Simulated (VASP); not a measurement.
## BN: single point with PBE

Crystal: BN.

```
B N
1.0
     0.00000    1.80483    1.82215
     1.80483    0.00000    1.82215
     1.80483    1.80483    0.00000
B N
1 1
Direct
  0.00000 0.00000 0.00000
  0.25000 0.25000 0.25000
```

This cell differs from its parent crystal: uniaxial z strain +1.0%.

* Program: VASP 6.6.1
* Task: single point
* Functional: PBE
* Potentials or basis: VASP PAW PBE potentials, release 64 (B, N)
* Cutoff: 520 eV
* k mesh: 12 × 12 × 12
* Occupations: fermi-dirac, width 0.02 eV
* Spin: no spin polarisation
* Dipole correction: no
* Further INCAR settings: ALGO = Normal; EDIFF = 1e-07; NBANDS = 11

```
Pressure               : 1.3 GPa
Band gap on the k mesh : 4.37 eV, indirect (least direct gap 8.74 eV)
```

Stress tensor (GPa, compression positive):
```
 3.31  0.00  0.00
 0.00  3.31  0.00
 0.00  0.00 -2.62
```

Levels at points of the mesh, in eV from the valence-band top:
```tsv
k point	band 1	band 2	band 3	band 4	band 5	band 6	band 7	band 8
(0.00, 0.00, 0.00)	-20.20	-0.10	0.00	0.00	8.74	8.74	8.81	10.23
(0.50, 0.00, 0.00)	-16.01	-10.67	-2.04	-1.89	10.00	10.64	10.70	15.17
(0.50, 0.50, 0.00)	-14.72	-9.01	-4.82	-4.82	4.53	9.32	17.79	17.79
(0.50, 0.00, 0.50)	-14.62	-8.87	-4.95	-4.95	4.37	9.10	17.74	17.89
```

It took 31 s on 1 thread of Intel Xeon 6975P-C, with other jobs on the host, peak memory 0.13 GiB.

Caveat: the cell differs from its parent crystal (uniaxial z strain +1.0%). A k mesh can miss the band edges.
